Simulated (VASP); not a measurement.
# NbAl2B3 (Cmmm) in VASP: a series of runs

The runs below take NbAl2B3 through single point, relaxation of cell and atoms, with PBE.

Everything below comes from runs of VASP 6.6.1. Logs are shortened: lines on timing, memory, paths and dates and some standing lists are left out, and cuts for length are marked.

## 1. The cell of the first run

Symmetry: Cmmm, No. 65, orthorhombic system. Conventional cell: a = 4.608 Å, b = 7.721 Å, c = 3.618 Å, α = 90.00°, β = 90.00°, γ = 90.00°. Al (site symmetry 2/m) has 6 B at 2.25 Å and 2 Al at 2.30 Å and 4 Nb at 2.89 Å within 3.0 Å. Within 3.4 Å of Nb (site symmetry mmm) lie 10 B at 2.61 to 2.93 Å and 8 Al at 2.89 Å. Within 2.9 Å of B (site symmetry m2m) lie 5 B at 2.19 to 2.69 Å and 4 Al at 2.25 Å and 3 Nb at 2.61 to 2.62 Å. Within 3.0 Å of B (site symmetry mmm) lie 4 B at 2.19 Å and 4 Al at 2.25 Å and 4 Nb at 2.93 Å.

The cell was generated, and may not be a known phase.

## 2. Single point, PBE

The input, INCAR:

```
SYSTEM = NbAl2B3
ALGO = Normal ; EDIFF = 1E-6
ENCUT = 520 ; GGA = PE
ISIF = 2 ; ISMEAR = 0
LASPH = .TRUE. ; LCHARG = .FALSE.
LREAL = .FALSE. ; LWAVE = .FALSE.
NBANDS = 23 ; NELM = 60
PREC = Accurate ; SIGMA = 0.1
```

The input, KPOINTS:

```
k-points
0
G
  4 4 6
  0 0 0
```

The input, POSCAR:

```
NbAl2B3
1.0
    2.3040321600     -3.8605557800      0.0000000000
    2.3040321600      3.8605557800      0.0000000000
    0.0000000000      0.0000000000      3.6184412100
Al Nb B
2 1 3
Direct
    0.0000000000      0.5000000000      0.5000000000
    0.5000000000      0.0000000000      0.5000000000
    0.5000000000      0.5000000000      0.0000000000
    0.1601293000      0.8398707000      0.0000000000
    0.8398707000      0.1601293000      0.0000000000
    0.0000000000      0.0000000000      0.5000000000
```

Potentials or basis: VASP PAW PBE potentials, release 64 (Al, Nb_sv, B).

On the command line:

```console
cat potpaw_PBE.64/Al/POTCAR potpaw_PBE.64/Nb_sv/POTCAR potpaw_PBE.64/B/POTCAR > POTCAR
mpirun -np 1 vasp_std > vasp.out
```

OUTCAR:

```text
SYSTEM = NbAl2B3
   EDIFF = 1E-6
   ENCUT = 520
   GGA = PE
   ISIF = 2
   ISMEAR = 0
   LASPH = .TRUE.
   LREAL = .FALSE.
   NELM = 60
   PREC = Accurate

 ion  position               nearest neighbor table
   1  0.000  0.500  0.500-   6 2.25   6 2.25   4 2.25   4 2.25   5 2.25   5 2.25   2 2.30   2 2.30
                             3 2.89   3 2.89   3 2.89   3 2.89
   2  0.500  0.000  0.500-   6 2.25   6 2.25   4 2.25   4 2.25   5 2.25   5 2.25   1 2.30   1 2.30
                             3 2.89   3 2.89   3 2.89   3 2.89
   3  0.500  0.500  0.000-   1 2.89   2 2.89   1 2.89   2 2.89   2 2.89   2 2.89   1 2.89   1 2.89

   4  0.160  0.840  0.000-   1 2.25   2 2.25   1 2.25   2 2.25
   5  0.840  0.160  0.000-   1 2.25   2 2.25   1 2.25   2 2.25
   6  0.000  0.000  0.500-   1 2.25   2 2.25   1 2.25   2 2.25

  LATTYP: Found a base centered orthorhombic cell.
 ALAT       =     4.6080643200
 B/A-ratio  =     1.6755650581
 C/A-ratio  =     0.7852410380

  Lattice vectors:

 A1 = (   2.3040321600,  -3.8605557800,   0.0000000000)
 A2 = (   2.3040321600,   3.8605557800,   0.0000000000)
 A3 = (   0.0000000000,   0.0000000000,   3.6184412100)

Analysis of symmetry for initial positions (statically):
=====================================================================
 Subroutine PRICEL returns:
 Original cell was already a primitive cell.

 Routine SETGRP: Setting up the symmetry group for a
 base centered orthorhombic supercell.

 Subroutine GETGRP returns: Found  8 space group operations
 (whereof  8 operations were pure point group operations)
 out of a pool of  8 trial point group operations.

The static configuration has the point symmetry D_2h.

Analysis of symmetry for dynamics (positions and initial velocities):
=====================================================================
 Subroutine PRICEL returns:
 Original cell was already a primitive cell.

 Routine SETGRP: Setting up the symmetry group for a
 base centered orthorhombic supercell.

 Subroutine GETGRP returns: Found  8 space group operations
 (whereof  8 operations were pure point group operations)
 out of a pool of  8 trial point group operations.

The dynamic configuration has the point symmetry D_2h.

 Subroutine INISYM returns: Found  8 space group operations
 (whereof  8 operations are pure point group operations),
 and found     1 'primitive' translations

----------------------------------------------------------------------------------------

                                     Primitive cell

  volume of cell :      64.3709

  direct lattice vectors                    reciprocal lattice vectors
     2.304032160 -3.860555780  0.000000000     0.217010860 -0.129515031  0.000000000
     2.304032160  3.860555780  0.000000000     0.217010860  0.129515031  0.000000000
     0.000000000  0.000000000  3.618441210     0.000000000  0.000000000  0.276362097

  length of vectors
     4.495826412  4.495826412  3.618441210     0.252720906  0.252720906  0.276362097

  position of ions in fractional coordinates (direct lattice)
     0.000000000  0.500000000  0.500000000
     0.500000000  0.000000000  0.500000000
     0.500000000  0.500000000  0.000000000
     0.160129300  0.839870700  0.000000000
     0.839870700  0.160129300  0.000000000
     0.000000000  0.000000000  0.500000000

  ion indices of the primitive-cell ions
   primitive index   ion index
                 1           1
                 2           2
                 3           3
                 4           4
                 5           5
                 6           6

----------------------------------------------------------------------------------------

 KPOINTS: k-points

Automatic generation of k-mesh.
 Grid dimensions read from file:
 generate k-points for:    4    4    6

 Generating k-lattice:

  Cartesian coordinates                     Fractional coordinates (reciprocal lattice)
     0.054252715 -0.032378758  0.000000000     0.250000000  0.000000000  0.000000000
     0.054252715  0.032378758  0.000000000     0.000000000  0.250000000  0.000000000
     0.000000000  0.000000000  0.046060349     0.000000000  0.000000000  0.166666667

  Length of vectors
     0.063180227  0.063180227  0.046060349

  Shift w.r.t. Gamma in fractional coordinates (k-lattice)
     0.000000000  0.000000000  0.000000000

 Subroutine IBZKPT returns following result:
 ===========================================

 Found     28 irreducible k-points:

 Following reciprocal coordinates:
            Coordinates               Weight
  0.000000  0.000000  0.000000      1.000000
  0.250000  0.000000  0.000000      4.000000
  0.500000  0.000000  0.000000      2.000000
  0.250000  0.250000  0.000000      2.000000
  0.500000  0.250000  0.000000      4.000000
 -0.250000  0.250000  0.000000      2.000000
[... 16 lines left out ...]
  0.250000  0.000000  0.500000      4.000000
  0.500000  0.000000  0.500000      2.000000
 [... further k-points ...]
   k-points           NKPTS =     28   k-points in BZ     NKDIM =     28   number of bands    NBANDS=     23
   number of dos      NEDOS =    301   number of ions     NIONS =      6
   total plane-waves  NPLWV =  36288
   dimension x,y,z NGX =    36 NGY =   36 NGZ =   28
   dimension x,y,z NGXF=    72 NGYF=   72 NGZF=   56
   ions per type =               2   1   3
   NGX,Y,Z   is equivalent  to a cutoff of  13.31, 13.31, 12.86 a.u.
   NGXF,Y,Z  is equivalent  to a cutoff of  26.62, 26.62, 25.73 a.u.
 SYSTEM =  NbAl2B3
   PREC   = accura    normal or accurate (medium, high low for compatibility)
   ISTART =      0    job   : 0-new  1-cont  2-samecut
   ICHARG =      2    charge: 1-file 2-atom 10-const
   ISPIN  =      1    spin polarized calculation?
   LNONCOLLINEAR =      F non collinear calculations
   LSORBIT =      F    spin-orbit coupling
   LASPH  =      T    aspherical Exc in radial PAW
   ENCUT  =  520.0 eV  38.22 Ry    6.18 a.u.   8.36  8.36  6.73*2*pi/ulx,y,z
   NELM   =     60;   NELMIN=  2; NELMDL= -5     # of ELM steps
   EDIFF  = 0.1E-05   stopping-criterion for ELM
   LREAL  =      F    real-space projection
[... 7 lines left out ...]
   TEBEG  =    0.0;   TEEND  =   0.0 temperature during run
   PSTRESS=    0.0 pullay stress
   NELECT =      28.0000    total number of electrons
   NUPDOWN=      -1.0000    fix difference up-down
   EMIN   =  10.00;   EMAX   =-10.00  energy-range for DOS
   EFERMI =   0.00;   METHOD = LEGACY
   ISMEAR =     0;   SIGMA  =   0.10  broadening in eV -4-tet -1-fermi 0-gaus
   EFERMI_NEDOS =   21; number of points for ismear=-14 and -15
   IALGO  =     38    algorithm
   IMIX   =      4    mixing-type and parameters
     AMIX     =   0.40;   BMIX     =  1.00
     AMIX_MAG =   1.60;   BMIX_MAG =  1.00
  volume/ion in A,a.u.               =      10.73        72.40
  Fermi-wavevector in a.u.,A,eV,Ry     =   1.240407  2.344029 20.934054  1.538610
  Thomas-Fermi vector in A             =   2.374849
   LORBIT       =      0    0 simple, 1 ext, 2 COOP (PROOUT), +10 PAW based schemes
   GGA     = PE    functional components
   LHFCALC =     F    Hartree Fock is set to
   AEXX    =    0.0000 exact exchange contribution
   IVDW    =     0    specifies the selected vdW correction
   LEPSILON=     F    determine dielectric tensor
   LRPA    =     F    only Hartree local field effects (RPA)
 non-spin polarized calculation
 Gauss-broadening in eV      SIGMA  =   0.10
  energy-cutoff  :      520.00
  volume of cell :       64.37
 maximum number of plane-waves:      1746
 NGX is ok and might be reduce to    36
   NGX = 17   NGY = 17   NGZ = 13

 number of electron      28.0000000 magnetization

 Free energy of the ion-electron system (eV)
  ---------------------------------------------------
  ext. energy  EPLUGINS =         0.00000000
  ---------------------------------------------------
  free energy    TOTEN  =       -34.59245339 eV

  energy without entropy =      -34.57938861  energy(sigma->0) =      -34.58592100

 E-fermi :  10.2056     XC(G=0): -11.9000

 val. band max:       10.1863267405   @ k =   0.2500   0.0000   0.3333
 cond. band min:      10.2344198531   @ k =   0.5000   0.2500   0.1667
 fundamental gap:      0.0480931125
 Fermi energy:        10.2056012710

 k-point     1 :       0.0000    0.0000    0.0000
  band No.  band energies     occupation
      1     -44.9255      2.00000
      2     -21.0411      2.00000
      3     -21.0329      2.00000
      4     -20.9528      2.00000
      5      -3.4789      2.00000
      6       2.4794      2.00000
[... 15 lines left out ...]
     22      14.9823      0.00000
     23      15.5412      0.00000

 k-point     2 :       0.2500    0.0000    0.0000
  band No.  band energies     occupation
      1     -44.9252      2.00000
      2     -21.0489      2.00000
      3     -21.0322      2.00000
      4     -20.9584      2.00000
      5      -2.9561      2.00000
      6       0.7287      2.00000
[... 15 lines left out ...]
     22      14.7275      0.00000
     23      16.5795      0.00000

 k-point     3 :       0.5000    0.0000    0.0000
  band No.  band energies     occupation
      1     -44.9250      2.00000
      2     -21.0569      2.00000
      3     -21.0314      2.00000
      4     -20.9636      2.00000
      5      -1.9694      2.00000
      6      -0.7603      2.00000
[... 15 lines left out ...]
     22      15.4961      0.00000
     23      15.9443      0.00000
[... 495 lines left out ...]
 k-point    23 :       0.2500    0.0000    0.5000
  band No.  band energies     occupation
      1     -44.9194      2.00000
      2     -21.1396      2.00000
      3     -21.0365      2.00000
      4     -20.9459      2.00000
      5      -0.8624      2.00000
      6      -0.2566      2.00000
[... 15 lines left out ...]
     22      15.5636      0.00000
     23      18.0999      0.00000

 k-point    24 :       0.5000    0.0000    0.5000
  band No.  band energies     occupation
      1     -44.9192      2.00000
      2     -21.1379      2.00000
      3     -21.0437      2.00000
      4     -20.9504      2.00000
      5      -0.4161      2.00000
      6       0.7909      2.00000
[... 15 lines left out ...]
     22      16.8163      0.00000
     23      17.4065      0.00000

 [... further k-points ...]
[... 5 lines left out ...]
  --------------------------------------------------------------------------------------
  -------------------------------------------------------------------------------------
  Total        8.6163132     -0.3479722     -9.5666148      0.0000000      0.0000000      0.0000000
  in kB      214.4579607     -8.6609448   -238.1107399      0.0000000      0.0000000      0.0000000
  external PRESSURE =     -10.7712413 kB  Pullay stress =       0.0000000 kB

 VOLUME and BASIS-vectors are now :
 -----------------------------------------------------------------------------
  energy-cutoff  :      520.00
  volume of cell :       64.37
      direct lattice vectors                 reciprocal lattice vectors
     2.304032160 -3.860555780  0.000000000     0.217010860 -0.129515031  0.000000000
     2.304032160  3.860555780  0.000000000     0.217010860  0.129515031  0.000000000
     0.000000000  0.000000000  3.618441210     0.000000000  0.000000000  0.276362097

 POSITION                                       TOTAL-FORCE (eV/Angst)
 -----------------------------------------------------------------------------------
      1.15202      1.93028      1.80922         0.000000      0.000000     -0.000000
      1.15202     -1.93028      1.80922         0.000000      0.000000     -0.000000
      2.30403      0.00000      0.00000        -0.000000      0.000000     -0.000000
      2.30403      2.62418      0.00000         0.000000      0.763877      0.000000
      2.30403     -2.62418      0.00000         0.000000     -0.763877     -0.000000
      0.00000      0.00000      1.80922         0.000000      0.000000     -0.000000
 -----------------------------------------------------------------------------------
    total drift:                                0.000000      0.000000      0.000000

  FREE ENERGIE OF THE ION-ELECTRON SYSTEM (eV)
  ---------------------------------------------------
  free  energy   TOTEN  =       -34.5924533855 eV

  energy  without entropy=      -34.5793886053  energy(sigma->0) =      -34.58592100
```

It took 40 s on 1 thread of AMD EPYC 7R13 (Zen 3), shared host; peak memory 0.17 GiB.

Results:

| Item | Value |
| --- | --- |
| Free energy | -34.5925 eV |
| Pressure | -1.1 GPa |
| Largest force | 0.764 eV/Å |
| Band gap on the k mesh | zero (bands 14 and 15 overlap by 0.85 eV) |

Forces in eV/Å, atoms in the order of the input:
```
Al   0.000  0.000  0.000
Al   0.000  0.000  0.000
Nb   0.000  0.000  0.000
B    0.000  0.764  0.000
B    0.000 -0.764  0.000
B    0.000  0.000  0.000
```

Caveat: the k points lie up to 0.40 Å⁻¹ apart, too coarse for converged energies and pressures of a metal.

## 3. Single point, PBE

This run uses another cell than the first one, of 10.87 Å³/atom.

The input, INCAR:

```
  PREC = Accurate
  ENCUT = 520
  EDIFF = 1E-6
  ISMEAR = 0
  SIGMA = 0.1
  LREAL = F
  LASPH = T
  NELM = 60
  ALGO = Normal
  ISIF = 2
  LWAVE = F
  LCHARG = F
  GGA = PE
  NBANDS = 23
```

The input, KPOINTS:

```
Automatic mesh
0
Gamma
  4 4 6
```

The input, POSCAR:

```
NbAl2B3
1.0
    2.4526131353     -4.5014434034      0.0000000000
    2.4526131353      4.5014434034      0.0000000000
    0.0000000000      0.0000000000      2.9537271112
Al Nb B
2 1 3
Direct
    0.0000000000      0.5000000000      0.5000000000
    0.5000000000      0.0000000000      0.5000000000
    0.5000000000      0.5000000000      0.0000000000
    0.0993196658      0.9006803342      0.0000000000
    0.9006803342      0.0993196658      0.0000000000
    0.0000000000      0.0000000000      0.5000000000
```

Potentials or basis: VASP PAW PBE potentials, release 64 (Al, Nb_sv, B).

On the command line:

```console
cat potpaw_PBE.64/Al/POTCAR potpaw_PBE.64/Nb_sv/POTCAR potpaw_PBE.64/B/POTCAR > POTCAR
mpirun -np 1 vasp_std > vasp.out
```

It took 45 s on 1 thread of AMD EPYC 7R13 (Zen 3), shared host; peak memory 0.18 GiB.

Results (log left out):

| Quantity | Value |
| --- | --- |
| Free energy | -37.0729 eV |
| Pressure | -0.2 GPa |
| Band gap on the k mesh | zero (bands 14 and 15 overlap by 2.16 eV) |

Stress tensor (GPa, compression positive):
```
-0.06  0.00  0.00
 0.00 -0.47  0.00
 0.00  0.00  0.06
```

Levels at points of the mesh, in eV from the Fermi level:
| k point | band 11 | band 12 | band 13 | band 14 | band 15 | band 16 | band 17 | band 18 |
| --- | --- | --- | --- | --- | --- | --- | --- | --- |
| (0.00, 0.00, 0.00) | -3.15 | -3.12 | 0.19 | 1.39 | 1.51 | 1.58 | 2.82 | 2.95 |
| (0.50, 0.00, 0.00) | -2.51 | -2.48 | -0.30 | 1.50 | 1.50 | 2.07 | 2.17 | 2.32 |
| (0.50, 0.50, 0.00) | -3.54 | -2.36 | -1.66 | 0.49 | 0.52 | 1.46 | 1.64 | 3.11 |
| (0.00, 0.00, 0.50) | -3.56 | -3.56 | -3.35 | -2.20 | 1.02 | 1.44 | 2.34 | 2.81 |
| (0.50, 0.00, 0.50) | -4.29 | -3.66 | -0.93 | -0.83 | 0.17 | 0.60 | 0.82 | 1.48 |
| (0.50, 0.50, 0.50) | -2.43 | -2.35 | -1.90 | -1.63 | -0.66 | 1.96 | 2.24 | 3.44 |

Caveat: the k points lie up to 0.36 Å⁻¹ apart, too coarse for converged energies and pressures of a metal.

(Continued in part 2 of 2.)

The gap in the log of VASP goes by the Fermi energy; the results here count the filled bands.